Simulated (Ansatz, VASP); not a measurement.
## CaO in VASP and in Ansatz

```
Ca O
1.0
     4.05186    0.00000    0.00000
    -2.02593    3.50901    0.00000
     0.00000    0.00000    4.78484
Ca O
2 2
Direct
  0.33333 0.66667 0.75000
  0.66667 0.33333 0.25000
  0.33333 0.66667 0.25000
  0.66667 0.33333 0.75000
```

Change from the starting cell: strain +0.015 along x and y, +0.000 along z, atoms carried along.

Alike in both runs: task single point; functional PBE; k mesh 9 × 9 × 6; occupations gaussian, width 0.05 eV; no spin polarisation.

```csv
,VASP,Ansatz
version,VASP 6.6.1,Ansatz 0.2.0
potentials or method,"VASP PAW PBE potentials, release 64 (Ca_sv, O), cutoff 520 eV","scalar-relativistic, plane waves, PAW"
valence electrons in the cell,32,32
```

Ansatz gave:

| Property | Result |
| --- | --- |
| gap on the k mesh at the Fermi level (eV) | 3.03 |
| least direct gap on the mesh (eV) | 3.03 |
| pressure (GPa) | -1.4 |
| traceless stress, the component that is largest in VASP (GPa) | 1.14 |

Task: What did VASP give for the same quantities?

Result: gap on the k mesh at the Fermi level (eV): 3.02; least direct gap on the mesh (eV): 3.02; pressure (GPa): -1.0; traceless stress, the component that is largest in VASP (GPa): 1.22.

The functional is the same, so the differences come from potentials, cutoffs and numerics.
